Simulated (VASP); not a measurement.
A run of VASP 6.6.1 is set up as follows.

The input INCAR:

```
SYSTEM = In2B
PREC     = Accurate       ! precision mode
ENCUT    = 520            ! plane-wave cutoff, eV
EDIFF    = 1E-6           ! SCF threshold, eV
ISMEAR   = 0              ! smearing method
SIGMA    = 0.1            ! smearing width, eV
LREAL    = .FALSE.        ! projectors in reciprocal space
LASPH    = .TRUE.         ! aspherical terms in the spheres
NELM     = 100            ! most SCF steps
ALGO     = Normal         ! electronic algorithm
ISIF     = 2              ! what is computed and relaxed
LWAVE    = .FALSE.        ! write WAVECAR
LCHARG   = .FALSE.        ! write CHGCAR
GGA      = PE             ! functional
NBANDS   = 22             ! bands
```

File KPOINTS:

```
regular mesh
0
G
  8 8 8
  0 0 0
```

POSCAR

```
In2B
1.0
   -1.7541716207      1.7541716207      4.3032022570
    1.7541716207     -1.7541716207      4.3032022570
    1.7541716207      1.7541716207     -4.3032022570
In B
2 1
Direct
    0.6650000000      0.6650000000      0.0000000000
    0.3350000000      0.3350000000      0.0000000000
    0.0000000000      0.0000000000      0.0000000000
```

Potentials or basis: VASP PAW PBE potentials, release 64 (In_d, B).

The run is started by

```sh
$ cat potpaw_PBE.64/In_d/POTCAR potpaw_PBE.64/B/POTCAR > POTCAR
$ mpirun -np 1 vasp_std > vasp.out
```

(1) Estimate the largest force.

(2) What does it give for the pressure?

## Answers

(1) 1.126 eV/Å.

(2) 9.8 GPa.

Caveat: the cell stands under pressure; forces of over 1 eV/Å act on the atoms, so gaps and moduli don't describe the material at rest.
